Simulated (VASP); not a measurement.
# KBr (Pm-3m) in VASP: a series of runs

Runs on KBr. Level: PBE. Tasks: single point.

All numbers are computed with VASP 6.6.1; they aren't measurements. Logs are shortened: lines on timing, memory, paths and dates and some standing lists are left out, and cuts for length are marked.

## 1. The cell of the first run

It takes space group Pm-3m (No. 221, cubic). The conventional cell has a = 3.777 Å, b = 3.777 Å, c = 3.777 Å, α = 90.00°, β = 90.00°, γ = 90.00°. Within 4.3 Å of K (site symmetry m-3m) lie 8 Br at 3.27 Å and 6 K at 3.78 Å. Within 4.3 Å of Br (site symmetry m-3m) lie 8 K at 3.27 Å and 6 Br at 3.78 Å.

## 2. Single point, PBE (strain -5.0%)

The input, INCAR:

```
  PREC = Accurate
  ENCUT = 520
  EDIFF = 1E-6
  ISMEAR = 0
  SIGMA = 0.01
  LREAL = F
  LASPH = T
  NELM = 100
  ALGO = Normal
  ISIF = 2
  LWAVE = F
  LCHARG = T
  GGA = PE
  LELF = T
  LVHAR = T
  NBANDS = 15
```

The input, KPOINTS:

```
regular mesh
0
Gamma
  4 4 4
```

The input, POSCAR:

```
KBr
1.0
    3.7766780259      0.0000000000      0.0000000000
    0.0000000000      3.7766780259      0.0000000000
    0.0000000000      0.0000000000      3.7766780259
K Br
1 1
Direct
    0.0000000000      0.0000000000      0.0000000000
    0.5000000000      0.5000000000      0.5000000000
```

Potentials or basis: VASP PAW PBE potentials, release 64 (K_sv, Br).

Launch:

```console
$ cat potpaw_PBE.64/K_sv/POTCAR potpaw_PBE.64/Br/POTCAR > POTCAR
$ mpirun -np 1 vasp_std > vasp.out
```

OUTCAR:

```text
PREC = Accurate
   ENCUT = 520
   EDIFF = 1E-6
   ISMEAR = 0
   LREAL = F
   LASPH = T
   NELM = 100
   ISIF = 2
   GGA = PE

 ion  position               nearest neighbor table
   1  0.000  0.000  0.000-   2 3.27   2 3.27   2 3.27   2 3.27   2 3.27   2 3.27   2 3.27   2 3.27

   2  0.500  0.500  0.500-   1 3.27   1 3.27   1 3.27   1 3.27   1 3.27   1 3.27   1 3.27   1 3.27

  LATTYP: Found a simple cubic cell.
 ALAT       =     3.7766780259

  Lattice vectors:

 A1 = (   3.7766780259,   0.0000000000,   0.0000000000)
 A2 = (   0.0000000000,   3.7766780259,   0.0000000000)
 A3 = (   0.0000000000,   0.0000000000,   3.7766780259)

Analysis of symmetry for initial positions (statically):
=====================================================================
 Subroutine PRICEL returns:
 Original cell was already a primitive cell.

 Routine SETGRP: Setting up the symmetry group for a
 simple cubic supercell.

 Subroutine GETGRP returns: Found 48 space group operations
 (whereof 48 operations were pure point group operations)
 out of a pool of 48 trial point group operations.

The static configuration has the point symmetry O_h .

Analysis of symmetry for dynamics (positions and initial velocities):
=====================================================================
 Subroutine PRICEL returns:
 Original cell was already a primitive cell.

 Routine SETGRP: Setting up the symmetry group for a
 simple cubic supercell.

 Subroutine GETGRP returns: Found 48 space group operations
 (whereof 48 operations were pure point group operations)
 out of a pool of 48 trial point group operations.

The dynamic configuration has the point symmetry O_h .

 Subroutine INISYM returns: Found 48 space group operations
 (whereof 48 operations are pure point group operations),
 and found     1 'primitive' translations

----------------------------------------------------------------------------------------

                                     Primitive cell

  volume of cell :      53.8679

  direct lattice vectors                    reciprocal lattice vectors
     3.776678026  0.000000000  0.000000000     0.264782964  0.000000000  0.000000000
     0.000000000  3.776678026  0.000000000     0.000000000  0.264782964  0.000000000
     0.000000000  0.000000000  3.776678026     0.000000000  0.000000000  0.264782964

  length of vectors
[... 75 lines left out ...]
   POTIM  = 0.5000    time-step for ionic-motion
   TEBEG  =    0.0;   TEEND  =   0.0 temperature during run
   PSTRESS=    0.0 pullay stress
   NELECT =      16.0000    total number of electrons
   NUPDOWN=      -1.0000    fix difference up-down
   EMIN   =  10.00;   EMAX   =-10.00  energy-range for DOS
   EFERMI =   0.00;   METHOD = LEGACY
   ISMEAR =     0;   SIGMA  =   0.01  broadening in eV -4-tet -1-fermi 0-gaus
   EFERMI_NEDOS =   21; number of points for ismear=-14 and -15
   IALGO  =     38    algorithm
   IMIX   =      4    mixing-type and parameters
     AMIX     =   0.40;   BMIX     =  1.00
     AMIX_MAG =   1.60;   BMIX_MAG =  1.00
  volume/ion in A,a.u.               =      26.93       181.76
  Fermi-wavevector in a.u.,A,eV,Ry     =   1.092291  2.064130 16.233094  1.193099
  Thomas-Fermi vector in A             =   2.228553
   LORBIT       =      0    0 simple, 1 ext, 2 COOP (PROOUT), +10 PAW based schemes
   GGA     = PE    functional components
   LHFCALC =     F    Hartree Fock is set to
   AEXX    =    0.0000 exact exchange contribution
   IVDW    =     0    specifies the selected vdW correction
   LEPSILON=     F    determine dielectric tensor
   LRPA    =     F    only Hartree local field effects (RPA)
 non-spin polarized calculation
 Gauss-broadening in eV      SIGMA  =   0.01
  energy-cutoff  :      520.00
  volume of cell :       53.87
 maximum number of plane-waves:      1472
   NGX = 15   NGY = 15   NGZ = 15

 number of electron      15.9999999 magnetization

 Free energy of the ion-electron system (eV)
  ---------------------------------------------------
  ext. energy  EPLUGINS =         0.00000000
  ---------------------------------------------------
  free energy    TOTEN  =        -5.90665029 eV

  energy without entropy =       -5.90665029  energy(sigma->0) =       -5.90665029

 E-fermi :   0.4614     XC(G=0):  -8.7120

 val. band max:        0.3997399571   @ k =   0.5000   0.5000   0.0000
 cond. band min:       5.0059331310   @ k =   0.0000   0.0000   0.0000
 fundamental gap:      4.6061931739
 Fermi energy:         0.4613806805

 k-point     1 :       0.0000    0.0000    0.0000
  band No.  band energies     occupation
      1     -28.0646      2.00000
      2     -12.8677      2.00000
      3     -11.4667      2.00000
      4     -11.4667      2.00000
      5     -11.4667      2.00000
      6       0.0705      2.00000
      7       0.0705      2.00000
      8       0.0705      2.00000
      9       5.0059      0.00000
     10       5.8996      0.00000
     11       5.8996      0.00000
     12      10.4367      0.00000
     13      10.4367      0.00000
     14      10.4367      0.00000
[... 149 lines left out ...]
      2     -12.2294      2.00000
      3     -11.6669      2.00000
      4     -11.6669      2.00000
      5     -11.6669      2.00000
      6      -1.6290      2.00000
      7      -1.6290      2.00000
      8      -1.6290      2.00000
      9       8.2528      0.00000
     10       8.2528      0.00000
     11       8.2528      0.00000
     12      10.6628      0.00000
     13      10.6628      0.00000
     14      10.6628      0.00000
     15      12.3237      0.00000

------------------------ aborting loop because EDIFF is reached ----------------------------------------

  FORCE on cell =-STRESS in cart. coord.  units (eV):
  Direction    XX          YY          ZZ          XY          YZ          ZX
  --------------------------------------------------------------------------------------
  -------------------------------------------------------------------------------------
  Total        1.7822060      1.7822060      1.7822060      0.0000000     -0.0000000      0.0000000
  in kB       53.0076564     53.0076564     53.0076564      0.0000000     -0.0000000      0.0000000
  external PRESSURE =      53.0076564 kB  Pullay stress =       0.0000000 kB

 VOLUME and BASIS-vectors are now :
 -----------------------------------------------------------------------------
  energy-cutoff  :      520.00
  volume of cell :       53.87
      direct lattice vectors                 reciprocal lattice vectors
     3.776678026  0.000000000  0.000000000     0.264782964  0.000000000  0.000000000
     0.000000000  3.776678026  0.000000000     0.000000000  0.264782964  0.000000000
     0.000000000  0.000000000  3.776678026     0.000000000  0.000000000  0.264782964

 POSITION                                       TOTAL-FORCE (eV/Angst)
 -----------------------------------------------------------------------------------
      0.00000      0.00000      0.00000         0.000000      0.000000      0.000000
      1.88834      1.88834      1.88834         0.000000      0.000000      0.000000
 -----------------------------------------------------------------------------------
    total drift:                               -0.000000      0.000000      0.000000

  FREE ENERGIE OF THE ION-ELECTRON SYSTEM (eV)
  ---------------------------------------------------
  free  energy   TOTEN  =        -5.9066502908 eV

  energy  without entropy=       -5.9066502908  energy(sigma->0) =       -5.90665029
```

Run time: 11 s. Hardware: 1 thread of Intel Xeon Platinum 8488C (Sapphire Rapids), shared host; peak memory 0.15 GiB.

Results:

```yaml
Free_energy: -5.9067 eV
Pressure: 5.3 GPa
Band_gap_on_the_k_mesh: 4.61 eV, indirect (least direct gap 4.94 eV)
```

Caveat: the cell differs from its parent crystal (strain -5.0%). A k mesh can miss the band edges.

## 3. Single point, PBE

This run uses another cell than the first one, of 31.42 Å³/atom, 1.167 times its volume.

The input, INCAR:

```
SYSTEM = KBr
PREC = Accurate
ENCUT = 520
EDIFF = 1E-6
ISMEAR = 0
SIGMA = 0.01
LREAL = .FALSE.
LASPH = .TRUE.
NELM = 100
ALGO = Normal
ISIF = 2
LWAVE = .FALSE.
LCHARG = .FALSE.
GGA = PE
NBANDS = 15
```

The input, KPOINTS:

```
regular mesh
0
G
  4 4 4
  0 0 0
```

The input, POSCAR:

```
KBr
1.0
    3.9758690661      0.0000000000      0.0000000000
    0.0000000000      3.9758690661      0.0000000000
    0.0000000000      0.0000000000      3.9758690661
K Br
1 1
Direct
    0.0000000000      0.0000000000      0.0000000000
    0.5000000000      0.5000000000      0.5000000000
```

Potentials or basis: VASP PAW PBE potentials, release 64 (K_sv, Br).

Launch:

```console
$ cat potpaw_PBE.64/K_sv/POTCAR potpaw_PBE.64/Br/POTCAR > POTCAR
$ mpirun -np 1 vasp_std > vasp.out
```

Run time: 14 s. Hardware: 1 thread of Intel Xeon Platinum 8488C (Sapphire Rapids), shared host; peak memory 0.16 GiB.

Results (log left out):

```
Free energy            : -6.0650 eV
Pressure               : 0.9 GPa
Band gap on the k mesh : 4.02 eV, indirect (least direct gap 4.30 eV)
```

Levels at points of the mesh, in eV from the valence-band top:
| k point | band 4 | band 5 | band 6 | band 7 | band 8 | band 9 | band 10 | band 11 | band 12 | band 13 |
| --- | --- | --- | --- | --- | --- | --- | --- | --- | --- | --- |
| (0.00, 0.00, 0.00) | -12.03 | -12.03 | -0.28 | -0.28 | -0.28 | 4.02 | 5.79 | 5.79 | 9.76 | 9.76 |
| (0.50, 0.00, 0.00) | -12.00 | -11.82 | -2.10 | -0.26 | -0.26 | 6.67 | 7.18 | 7.93 | 8.92 | 9.80 |
| (0.50, 0.50, 0.00) | -12.19 | -11.99 | -1.48 | -1.48 | 0.00 | 5.23 | 6.54 | 8.07 | 8.07 | 10.64 |
| (0.50, 0.50, 0.50) | -12.15 | -12.15 | -1.55 | -1.55 | -1.55 | 7.51 | 7.51 | 7.51 | 9.59 | 9.59 |

A k mesh can miss the band edges.

## 4. Single point, PBE (strain -5.0%)

The input, INCAR:

```
  PREC = Accurate
  ENCUT = 520
  EDIFF = 1E-6
  ISMEAR = -1
  SIGMA = 0.02
  LREAL = F
  LASPH = T
  NELM = 100
  ALGO = Normal
  ISIF = 2
  LWAVE = F
  LCHARG = T
  GGA = PE
  LELF = T
  LVHAR = T
  NBANDS = 15
```

The input, KPOINTS:

```
regular mesh
0
Gamma
  6 6 6
```

The input, POSCAR:

```
KBr
1.0
    3.7766780259      0.0000000000      0.0000000000
    0.0000000000      3.7766780259      0.0000000000
    0.0000000000      0.0000000000      3.7766780259
K Br
1 1
Direct
    0.0000000000      0.0000000000      0.0000000000
    0.5000000000      0.5000000000      0.5000000000
```

Launch:

```console
$ cat potpaw_PBE.64/K_sv/POTCAR potpaw_PBE.64/Br/POTCAR > POTCAR
$ mpirun -np 1 vasp_std > vasp.out
```

It took 17 s on 1 thread of Intel Xeon Platinum 8488C (Sapphire Rapids), shared host; peak memory 0.16 GiB.

It converged, with:

| Quantity | Value |
| --- | --- |
| Free energy | -5.9146 eV |
| Pressure | 5.2 GPa |
| Band gap on the k mesh | 4.61 eV, indirect (least direct gap 4.94 eV) |

Levels at points of the mesh, in eV from the valence-band top:
| k point | band 6 | band 7 | band 8 | band 9 | band 10 | band 11 |
| --- | --- | --- | --- | --- | --- | --- |
| (0.00, 0.00, 0.00) | -0.33 | -0.33 | -0.33 | 4.61 | 5.51 | 5.51 |
| (0.50, 0.00, 0.00) | -2.63 | -0.36 | -0.36 | 7.12 | 7.33 | 8.78 |
| (0.50, 0.50, 0.00) | -1.81 | -1.81 | 0.00 | 5.19 | 6.64 | 8.09 |
| (0.50, 0.50, 0.50) | -2.03 | -2.03 | -2.03 | 7.86 | 7.86 | 7.86 |

Caveat: the cell differs from its parent crystal (strain -5.0%). A k mesh can miss the band edges.

## 5. The runs side by side

| cell | k mesh | smearing | gap on the mesh (eV) | pressure (GPa) |
| --- | --- | --- | --- | --- |
| a = 3.777 Å, 2 atoms | 4 × 4 × 4 | gaussian 0.01 eV | 4.61 | 5.3 |
| a = 3.976 Å, 2 atoms | 4 × 4 × 4 | gaussian 0.01 eV | 4.02 | 0.9 |
| a = 3.777 Å, 2 atoms | 6 × 6 × 6 | fermi-dirac 0.02 eV | 4.61 | 5.2 |

Alike in all rows: task single point; level PBE; potentials or basis VASP PAW PBE potentials, release 64 (K_sv, Br); no spin polarisation; cutoff (eV) 520.

Absolute energies hang on the potentials; compare differences alone.
